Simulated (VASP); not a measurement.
Crystal: Au.

```
Au
1.0
     0.00000    2.04550    2.04550
     2.04550    0.00000    2.04550
     2.04550    2.04550    0.00000
Au
1
Direct
  0.00000 0.00000 0.00000
```

Base run:

| Item | Value |
| --- | --- |
| Program | VASP 6.6.1 |
| Functional | PBEsol |
| Potentials or basis | VASP PAW PBE potentials, release 64 (Au) |
| Cutoff | 520 eV |
| k mesh | 14 × 14 × 14 |
| Occupations | fermi-dirac, width 0.08 eV |
| Spin | no spin polarisation |

Its results: pressure -1.3 GPa.

Problem. After a change of settings the same cell gave: pressure -5.2 GPa. Which change was it?
A. functional from PBEsol to PBE
B. further incar settings from ALGO = Normal; EDIFF = 1e-08; NBANDS = 12 to ALGO = Normal; EDIFF = 1e-06; NBANDS = 12
C. functional from PBEsol to LDA; potentials or basis from VASP PAW PBE potentials, release 64 (Au) to VASP PAW LDA potentials, release 64 (Au)
D. functional from PBEsol to PBE; further incar settings from ALGO = Normal; EDIFF = 1e-08; NBANDS = 12 to ALGO = Normal; EDIFF = 1e-07; NBANDS = 12

Solution. C.

Caveats: the PAW data sets were made with another functional, which shifts forces and pressure a little (some runs).
